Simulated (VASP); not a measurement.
Set up this calculation in VASP 6.6.1, as the native input.

| Quantity | Value |
| --- | --- |
| Task | single point |
| Functional | LDA |
| Potentials or basis | VASP PAW LDA potentials, release 64 (La, Ir) |
| Cutoff | 520 eV |
| k mesh | 5 × 5 × 6 |
| Occupations | fermi-dirac, width 0.1 eV |
| Spin | no spin polarisation |
| Dipole correction | no |
| Further INCAR settings | ALGO = Normal; EDIFF = 1e-06; NBANDS = 37 |

The structure of LaIr5 lies in POSCAR:

```
LaIr5
1.0
    5.5249322837      0.0000000000      0.0000000000
   -2.7624661419      4.7847319177      0.0000000000
    0.0000000000      0.0000000000      4.3224771980
La Ir
1 5
Direct
    0.0000000000      0.0000000000      0.0000000000
    0.5000000000      0.0000000000      0.5000000000
    0.5000000000      0.5000000000      0.5000000000
    0.0000000000      0.5000000000      0.5000000000
    0.3333333333      0.6666666667      0.0000000000
    0.6666666667      0.3333333333      0.0000000000
```

These files were run (other wordings do the same):

INCAR

```
SYSTEM = LaIr5
  PREC = Accurate
  ENCUT = 520
  EDIFF = 1E-6
  ISMEAR = -1
  SIGMA = 0.1
  LREAL = .False.
  LASPH = .True.
  NELM = 80
  ALGO = Normal
  ISIF = 2
  LWAVE = .False.
  LCHARG = .False.
  NBANDS = 37
```

KPOINTS

```
regular mesh
0
Gamma
  5 5 6
  0 0 0
```

Potentials or basis: VASP PAW LDA potentials, release 64 (La, Ir).

Command:

```console
$ cat potpaw_LDA.64/La/POTCAR potpaw_LDA.64/Ir/POTCAR > POTCAR
$ mpirun -np 1 vasp_std > vasp.out
```

Results of the run:

- Pressure: -19.1 GPa
- Band gap on the k mesh: zero (bands 28 and 29 overlap by 1.01 eV)

Caveat: the cell stands under tension; spin-orbit coupling is left out, which moves the levels of the heavy elements.

Wall time 3.7 min on 1 thread of Intel(R) Xeon(R) Platinum 8259CL CPU @ 2.50GHz (Skylake/Cascade Lake) (shared host), peak memory 0.23 GiB.
